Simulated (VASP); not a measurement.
# Al (Im-3m) in VASP: a series of runs, part 2 of 2

VASP 6.6.1.

## Step 4: Single point, revPBE (volume scaled by 1.12)

Input file INCAR:

```
PREC = Accurate
ENCUT = 520
EDIFF = 1E-7
ISMEAR = -1
SIGMA = 0.1
LREAL = F
LASPH = T
NELM = 60
ALGO = Normal
ISIF = 2
LWAVE = F
LCHARG = T
GGA = RE
LELF = T
LVHAR = T
NBANDS = 8
```

Input file KPOINTS:

```
regular mesh
0
Gamma
  15 15 15
```

Input file POSCAR:

```
Al
1.0
   -1.6887868239      1.6887868239      1.6887868239
    1.6887868239     -1.6887868239      1.6887868239
    1.6887868239      1.6887868239     -1.6887868239
Al
1
Direct
    0.0000000000      0.0000000000      0.0000000000
```

Potentials or basis: VASP PAW PBE potentials, release 64 (Al).

On the command line:

```sh
$ cat potpaw_PBE.64/Al/POTCAR > POTCAR
$ mpirun -np 1 vasp_std > vasp.out
```

OUTCAR:

```text
PREC = Accurate
   ENCUT = 520
   EDIFF = 1E-7
   ISMEAR = -1
   LREAL = F
   LASPH = T
   NELM = 60
   ISIF = 2
   GGA = RE

 ion  position               nearest neighbor table
   1  0.000  0.000  0.000-

  LATTYP: Found a body centered cubic cell.
 ALAT       =     3.3775736478

  Lattice vectors:

 A1 = (  -1.6887868239,   1.6887868239,   1.6887868239)
 A2 = (   1.6887868239,  -1.6887868239,   1.6887868239)
 A3 = (   1.6887868239,   1.6887868239,  -1.6887868239)

Analysis of symmetry for initial positions (statically):
=====================================================================
 Subroutine PRICEL returns:
 Original cell was already a primitive cell.

 Routine SETGRP: Setting up the symmetry group for a
 body centered cubic supercell.

 Subroutine GETGRP returns: Found 48 space group operations
 (whereof 48 operations were pure point group operations)
 out of a pool of 48 trial point group operations.

The static configuration has the point symmetry O_h .

Analysis of symmetry for dynamics (positions and initial velocities):
=====================================================================
 Subroutine PRICEL returns:
 Original cell was already a primitive cell.

 Routine SETGRP: Setting up the symmetry group for a
 body centered cubic supercell.

 Subroutine GETGRP returns: Found 48 space group operations
 (whereof 48 operations were pure point group operations)
 out of a pool of 48 trial point group operations.

The dynamic configuration has the point symmetry O_h .

 Subroutine INISYM returns: Found 48 space group operations
 (whereof 48 operations are pure point group operations),
 and found     1 'primitive' translations

----------------------------------------------------------------------------------------

                                     Primitive cell

  volume of cell :      19.2657

[... 107 lines left out ...]
  volume/ion in A,a.u.               =      19.27       130.01
  Fermi-wavevector in a.u.,A,eV,Ry     =   0.880752  1.664380 10.554373  0.775724
  Thomas-Fermi vector in A             =   2.001155
   LORBIT       =      0    0 simple, 1 ext, 2 COOP (PROOUT), +10 PAW based schemes
   GGA     = RE    functional components
   LHFCALC =     F    Hartree Fock is set to
   AEXX    =    0.0000 exact exchange contribution
   IVDW    =     0    specifies the selected vdW correction
   LEPSILON=     F    determine dielectric tensor
   LRPA    =     F    only Hartree local field effects (RPA)
 non-spin polarized calculation
  energy-cutoff  :      520.00
  volume of cell :       19.27
 maximum number of plane-waves:       537
 NGX is ok and might be reduce to    24
   NGX = 11   NGY = 11   NGZ = 11

 number of electron       3.0000000 magnetization

 Free energy of the ion-electron system (eV)
  ---------------------------------------------------
  ext. energy  EPLUGINS =         0.00000000
  ---------------------------------------------------
  free energy    TOTEN  =        -3.42157724 eV

  energy without entropy =       -3.40594202  energy(sigma->0) =       -3.41375963

 E-fermi :   6.5118     XC(G=0):  -9.6138

 val. band max:        6.5112839779   @ k =  -0.4000   0.4000   0.2000
 cond. band min:       6.5251997852   @ k =   0.2667   0.2000   0.0667
 fundamental gap:      0.0139158073
 Fermi energy:         6.5117640561

 k-point     1 :       0.0000    0.0000    0.0000
  band No.  band energies     occupation
      1      -3.5572      2.00000
      2      18.8908      0.00000
      3      18.8908      0.00000
      4      18.8908      0.00000
      5      19.2242      0.00000
      6      19.2242      0.00000
      7      19.2242      0.00000
      8      21.6886      0.00000
[... 243 lines left out ...]
 k-point    24 :       0.4000    0.2000    0.0000
  band No.  band energies     occupation
      1       3.5059      2.00000
      2       3.6223      2.00000
      3       8.4683      0.00000
      4      13.2165      0.00000
      5      18.3321      0.00000
      6      21.5409      0.00000
      7      22.9127      0.00000
      8      24.5167      0.00000

 [... further k-points ...]

------------------------ aborting loop because EDIFF is reached ----------------------------------------

  FORCE on cell =-STRESS in cart. coord.  units (eV):
  Direction    XX          YY          ZZ          XY          YZ          ZX
  --------------------------------------------------------------------------------------
  -------------------------------------------------------------------------------------
  Total       -0.7294385     -0.7294385     -0.7294385      0.0000000      0.0000000     -0.0000000
  in kB      -60.6617320    -60.6617320    -60.6617320      0.0000000      0.0000000     -0.0000000
  external PRESSURE =     -60.6617320 kB  Pullay stress =       0.0000000 kB

 VOLUME and BASIS-vectors are now :
 -----------------------------------------------------------------------------
  energy-cutoff  :      520.00
  volume of cell :       19.27
      direct lattice vectors                 reciprocal lattice vectors
    -1.688786824  1.688786824  1.688786824     0.000000000  0.296070524  0.296070524
     1.688786824 -1.688786824  1.688786824     0.296070524  0.000000000  0.296070524
     1.688786824  1.688786824 -1.688786824     0.296070524  0.296070524  0.000000000

 POSITION                                       TOTAL-FORCE (eV/Angst)
 -----------------------------------------------------------------------------------
      0.00000      0.00000      0.00000        -0.000000     -0.000000      0.000000
 -----------------------------------------------------------------------------------
    total drift:                                0.000000     -0.000000     -0.000000

  FREE ENERGIE OF THE ION-ELECTRON SYSTEM (eV)
  ---------------------------------------------------
  free  energy   TOTEN  =        -3.4215772360 eV

  energy  without entropy=       -3.4059420171  energy(sigma->0) =       -3.41375963
```

Run time: 9.5 s. Hardware: 1 thread of Intel Xeon Platinum 8259CL at 2.50GHz (Skylake/Cascade Lake), shared host; peak memory 0.14 GiB.

Results:

* Free energy: -3.4216 eV
* Pressure: -6.1 GPa

Caveat: the PAW data sets were made with another functional, which shifts forces and pressure a little.

## Step 5: Overview

| cell | gap on the mesh (eV) | pressure (GPa) |
| --- | --- | --- |
| a = 2.854 Å, angles 109.5°, 1 atom | none | -2.6 |
| a = 2.890 Å, angles 109.5°, 1 atom | none | -4.5 |
| a = 2.925 Å, angles 109.5°, 1 atom | none | -6.1 |

Alike in all rows: task single point; level revPBE; potentials or basis VASP PAW PBE potentials, release 64 (Al); no spin polarisation; k mesh 15 × 15 × 15; cutoff (eV) 520; smearing fermi-dirac 0.1 eV.

Caveats: the PAW data sets were made with another functional, which shifts forces and pressure a little.

Absolute energies hang on the potentials; compare differences alone.
